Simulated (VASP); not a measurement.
## NaF: single point with PBE

Crystal: NaF.

```
Na F
1.0
     0.00000    2.36891    2.36891
     2.36891    0.00000    2.36891
     2.36891    2.36891    0.00000
Na F
1 1
Direct
  0.00000 0.00000 0.00000
  0.50000 0.50000 0.50000
```

```yaml
Program: VASP 6.6.1
Task: single point
Functional: PBE
Potentials_or_basis: VASP PAW PBE potentials, release 64 (Na_pv, F)
Cutoff: 520 eV
k_mesh: 8 × 8 × 8
Occupations: gaussian, width 0.02 eV
Spin: no spin polarisation
```

```json
{
 "Pressure": "-1.2 GPa",
 "Band gap on the k mesh": "5.95 eV, direct"
}
```

Levels at points of the mesh, in eV from the valence-band top:
| k point | band 4 | band 5 | band 6 | band 7 | band 8 | band 9 | band 10 | band 11 |
| --- | --- | --- | --- | --- | --- | --- | --- | --- |
| (0.00, 0.00, 0.00) | -19.07 | 0.00 | 0.00 | 0.00 | 5.95 | 18.50 | 18.50 | 18.50 |
| (0.50, 0.00, 0.00) | -18.33 | -1.45 | -0.22 | -0.22 | 10.38 | 11.91 | 19.39 | 19.39 |
| (0.50, 0.50, 0.00) | -18.86 | -1.17 | -0.37 | -0.37 | 12.61 | 12.96 | 13.07 | 18.92 |

Run time: 9 s on 1 thread of Intel(R) Xeon(R) Platinum 8488C (Sapphire Rapids), with other jobs on the host, peak memory 0.15 GiB.
